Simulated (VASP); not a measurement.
# NaC2 (P4_2/mnm) in VASP: notebook, part 2 of 2

VASP 6.6.1. The steps go on from the part before.

**4. Single point, PBE**

This run uses another cell than the first one, of 17.67 Å³/atom, 1.391 times its volume.

The input, INCAR:

```
SYSTEM = NaC2
ALGO     = Normal         ! electronic algorithm
EDIFF    = 1E-6           ! SCF threshold, eV
ENCUT    = 520            ! plane-wave cutoff, eV
GGA      = PE             ! functional
ISIF     = 2              ! what is computed and relaxed
ISMEAR   = 0              ! smearing method
LASPH    = .True.         ! aspherical terms in the spheres
LCHARG   = .True.         ! write CHGCAR
LELF     = .True.         ! ELF
LREAL    = .False.        ! projectors in reciprocal space
LVHAR    = .True.       
LWAVE    = .False.        ! write WAVECAR
NBANDS   = 24             ! bands
NELM     = 60             ! most SCF steps
PREC     = Accurate       ! precision mode
SIGMA    = 0.1            ! smearing width, eV
```

The input, KPOINTS:

```
k-points
0
Gamma
  8 8 8
  0 0 0
```

The input, POSCAR:

```
NaC2
1.0
    4.4976333286      0.0000000000      0.0000000000
    0.0000000000      4.4976333286      0.0000000000
    0.0000000000      0.0000000000      5.2403175326
Na C
2 4
Direct
    0.0000000000      0.0000000000      0.0000000000
    0.5000000000      0.5000000000      0.5000000000
    0.4004172446      0.4004172446      0.0000000000
    0.0995827554      0.9004172446      0.5000000000
    0.5995827554      0.5995827554      0.0000000000
    0.9004172446      0.0995827554      0.5000000000
```

The run is started by

```
$ cat potpaw_PBE.64/Na_pv/POTCAR potpaw_PBE.64/C/POTCAR > POTCAR
$ mpirun -np 1 vasp_std > vasp.out
```

It took 2 min on 1 thread of Intel Xeon Platinum 8488C (Sapphire Rapids), shared host; peak memory 0.3 GiB.

It converged, with:

* Free energy: -30.8694 eV
* Pressure: 0.1 GPa
* Largest force: 0.099 eV/Å
* Band gap on the k mesh: zero (band 15 reaches -1.53 eV, above the bottom of band 16 at -2.03 eV)

Forces in eV/Å, atoms in the order of the input:
```
Na   0.000  0.000  0.000
Na   0.000  0.000  0.000
C   -0.070 -0.070  0.000
C    0.070 -0.070  0.000
C    0.070  0.070  0.000
C   -0.070  0.070  0.000
```

Stress tensor (GPa, compression positive):
```
 0.18  0.00  0.00
 0.00  0.18  0.00
 0.00  0.00 -0.01
```

Levels at points of the mesh, in eV from the Fermi level:
```csv
k point,band 13,band 14,band 15,band 16,band 17,band 18
"(0.00, 0.00, 0.00)",-0.30,-0.30,-0.22,-0.09,4.20,6.21
"(0.50, 0.00, 0.00)",-0.89,-0.89,0.13,0.13,6.05,6.05
"(0.50, 0.50, 0.00)",-0.77,-0.77,-0.08,-0.08,5.38,5.38
"(0.00, 0.00, 0.50)",-0.41,-0.41,0.04,0.04,5.06,5.06
"(0.50, 0.00, 0.50)",-0.33,-0.33,-0.32,-0.32,5.22,5.22
"(0.50, 0.50, 0.50)",-1.15,-1.15,0.19,0.19,5.76,5.76
```

**5. Relaxation of cell and atoms, PBE**

The input, INCAR:

```
SYSTEM = NaC2
PREC = Accurate ; ENCUT = 600
EDIFF = 1E-6 ; ISMEAR = 0
SIGMA = 0.1 ; LREAL = .FALSE.
LASPH = .TRUE. ; NELM = 100
ALGO = Normal ; ISIF = 3
LWAVE = .FALSE. ; LCHARG = .FALSE.
GGA = PE ; IBRION = 2
NSW = 90 ; EDIFFG = -0.04
```

The input, KPOINTS:

```
Automatic mesh
0
G
  4 4 6
  0 0 0
```

The input, POSCAR:

```
NaC2
1.0
    4.9096357645      0.0000000000      0.0000000000
    0.0000000000      4.9096357645      0.0000000000
    0.0000000000      0.0000000000      3.1623013120
Na C
2 4
Direct
    0.0000000000      0.0000000000      0.0000000000
    0.5000000000      0.5000000000      0.5000000000
    0.3060000000      0.3060000000      0.0000000000
    0.1940000000      0.8060000000      0.5000000000
    0.6940000000      0.6940000000      0.0000000000
    0.8060000000      0.1940000000      0.5000000000
```

The run is started by

```
$ cat potpaw_PBE.64/Na_pv/POTCAR potpaw_PBE.64/C/POTCAR > POTCAR
$ mpirun -np 1 vasp_std > vasp.out
```

Run time: 10 min. Hardware: 1 thread of Intel Xeon Platinum 8488C (Sapphire Rapids), shared host; peak memory 0.21 GiB.

It converged, with:

```
Free energy                            : -30.4446 eV
Relaxed volume                         : 16.75 Å³/atom
Relaxed cell                           : a = 4.545 Å, b = 4.545 Å, c = 4.865 Å, α = 90.00°, β = 90.00°, γ = 90.00°
Space group after relaxing (to 0.05 Å) : P4_2/mnm (No. 136)
Energy gained by relaxing              : 2860.2 meV/atom
Ionic steps                            : 34
Pressure after relaxing                : 0.0 GPa
Band gap on the k mesh                 : zero (band 15 reaches -1.26 eV, above the bottom of band 16 at -1.84 eV)
```

Stress tensor (GPa, compression positive):
```
-0.06  0.00  0.00
 0.00 -0.06  0.00
 0.00  0.00  0.18
```

The path:
| step | energy change (eV) | largest force (eV/Å) | pressure (GPa) | volume (Å³) |
| --- | --- | --- | --- | --- |
| 1 | 0.0000 | 0.5158 | 21.46 | 76.23 |
| 2 | -1.5729 | 0.6310 | 2.61 | 96.45 |
| 3 | -1.6432 | 0.7532 | 0.37 | 101.54 |
| 4 | -1.6491 | 0.7970 | -0.53 | 103.96 |
| 5 | -1.9025 | 1.0195 | -1.39 | 104.73 |
| 6 | -3.0758 | 1.9491 | -4.40 | 106.51 |
| 7 | -8.1543 | 6.2985 | -11.45 | 107.82 |
| 8 | 10.8675 | 99.8801 | 76.66 | 102.69 |
| 9 | -7.4942 | 6.0701 | -11.32 | 107.79 |
| 10 | -15.0088 | 7.0213 | -13.16 | 106.26 |
| 11 | -15.9015 | 5.1215 | -0.05 | 104.71 |
| 12 | -16.1594 | 4.1377 | -9.82 | 105.61 |
| 13 | -16.3676 | 0.6968 | -6.05 | 105.19 |
| 14 | -16.3266 | 2.6148 | -8.14 | 105.40 |
| 15 | -16.3251 | 6.4369 | 4.93 | 99.51 |
| 16 | -16.6141 | 1.2665 | -2.30 | 102.25 |
| 17 | -16.9409 | 0.5743 | -0.83 | 98.43 |
| 18 | -17.0955 | 0.0348 | 0.87 | 94.66 |
| 19 | -17.1063 | 0.2363 | 1.57 | 93.30 |
| 20 | -17.1064 | 0.2101 | 1.48 | 93.48 |
| 21 | -17.1216 | 0.0351 | 1.59 | 94.27 |
| 22 | -17.1402 | 0.8111 | 2.08 | 96.60 |
| 23 | -17.1446 | 0.6947 | 1.86 | 96.90 |
| 24 | -17.1542 | 0.3533 | 1.22 | 97.80 |
| 25 | -17.1574 | 0.2951 | 0.05 | 99.61 |
| 26 | -17.1586 | 0.0828 | 0.41 | 99.01 |
| 27 | -17.1586 | 0.0676 | 0.47 | 98.96 |
| 28 | -17.1589 | 0.0572 | 0.41 | 99.05 |
| 29 | -17.1597 | 0.0296 | 0.37 | 99.31 |
| 30 | -17.1607 | 0.0261 | 0.26 | 99.84 |
| 31 | -17.1606 | 0.1395 | 0.05 | 100.90 |
| 32 | -17.1610 | 0.0836 | 0.13 | 100.37 |
| 33 | -17.1611 | 0.0527 | -0.11 | 100.56 |
| 34 | -17.1611 | 0.0012 | 0.02 | 100.49 |

Final structure:
```
Na C
1.0
     4.54483    0.00000    0.00000
     0.00000    4.54483    0.00000
     0.00000    0.00000    4.86502
Na C
2 4
Direct
  0.00000 0.00000 0.00000
  0.50000 0.50000 0.50000
  0.40123 0.40123 0.00000
  0.09877 0.90123 0.50000
  0.59877 0.59877 0.00000
  0.90123 0.09877 0.50000
```

Levels at points of the mesh, in eV from the Fermi level:
```csv
k point,band 12,band 13,band 14,band 15,band 16,band 17,band 18,band 19
"(0.00, 0.00, 0.00)",-1.54,-0.39,-0.39,-0.25,0.02,3.98,6.09,6.09
"(0.50, 0.00, 0.00)",-1.17,-0.92,-0.92,0.20,0.20,5.99,6.00,6.00
"(0.50, 0.50, 0.00)",-0.82,-0.80,-0.80,-0.16,-0.16,5.36,5.36,7.24
"(0.00, 0.00, 0.50)",-1.92,-0.55,-0.55,0.08,0.08,5.02,5.02,6.10
"(0.50, 0.00, 0.50)",-1.26,-0.38,-0.38,-0.37,-0.37,5.08,5.08,6.70
"(0.50, 0.50, 0.50)",-1.35,-1.24,-1.24,0.17,0.17,5.75,5.75,7.27
```

Caveat: the volume moved by over 15 % at a fixed basis, so the end points are rough.

**6. Overview**

| task | cell | k mesh | cutoff (eV) | gap on the mesh (eV) | pressure (GPa) | largest force (eV/Å) |
| --- | --- | --- | --- | --- | --- | --- |
| single point | a = 4.910, b = 4.910, c = 3.162 Å, 6 atoms | 4 × 4 × 6 | 520 | none | 21.5 | 0.52 |
| single point | a = 4.499, b = 4.499, c = 5.244 Å, 6 atoms | 4 × 4 × 6 | 520 | none | 0.1 | 0.09 |
| single point | a = 4.498, b = 4.498, c = 5.240 Å, 6 atoms | 8 × 8 × 8 | 520 | none | 0.1 | 0.10 |
| relaxation of cell and atoms | relaxed from a = 4.910, b = 4.910, c = 3.162 Å, 6 atoms | 4 × 4 × 6 | 600 | none | 0.0 | - |

Alike in all rows: level PBE; potentials or basis VASP PAW PBE potentials, release 64 (Na_pv, C); no spin polarisation; smearing gaussian 0.1 eV.

Caveats: the volume moved by over 15 % at a fixed basis, so the end points are rough (some runs).

Total energies depend on the potentials used, so only differences within one code and one set of settings carry meaning.
